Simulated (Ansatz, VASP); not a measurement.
# TaN: VASP beside Ansatz

Contents of INCAR:

```
PREC = Accurate ; ENCUT = 600
EDIFF = 1E-6 ; ISMEAR = 1
SIGMA = 0.1 ; LREAL = F
LASPH = T ; NELM = 120
ALGO = Normal ; ISIF = 2
LWAVE = F ; LCHARG = F
GGA = PE ; NBANDS = 16
GGA_COMPAT = F
```

Contents of KPOINTS:

```
regular mesh
0
Gamma
  7 7 7
```

File POSCAR:

```
TaN
1.0
    0.0000000000      2.1790000000      2.1790000000
    2.1790000000      0.0000000000      2.1790000000
    2.1790000000      2.1790000000      0.0000000000
Ta N
1 1
Direct
    0.5000000000      0.5000000000      0.5000000000
    0.0000000000      0.0000000000      0.0000000000
```

Input for Ansatz:

```yaml
crystal:
  lattice:
    - [0.0, 2.179, 2.179]
    - [2.179, 0.0, 2.179]
    - [2.179, 2.179, 0.0]
  atoms:
    - { symbol: Ta, position: [0.5, 0.5, 0.5] }
    - { symbol: "N", position: [0.0, 0.0, 0.0] }
basis:
  ecutwfc: 550.0
kpoints:
  mp_grid:
    grid: [7, 7, 7]
hamiltonian:
  xc: pbe
scf:
  occupations:
    method: methfessel_paxton
    width: 0.1
output:
  forces: true
  stress: true
```

Alike in both runs: task single point; functional PBE; k mesh 7 × 7 × 7; occupations methfessel-paxton of order 1, width 0.1 eV; no spin polarisation.

|  | VASP | Ansatz |
| --- | --- | --- |
| version | VASP 6.6.1 | Ansatz 0.2.0 |
| potentials or method | VASP PAW PBE potentials, release 64 (Ta_sv_GW, N), cutoff 600 eV | plane waves, PAW |
| valence electrons in the cell | 18 | 18 |

```csv
,VASP,Ansatz,Ansatz less VASP
pressure (GPa),14.4,14.4,-0.07
```

Spin-orbit coupling is off throughout.
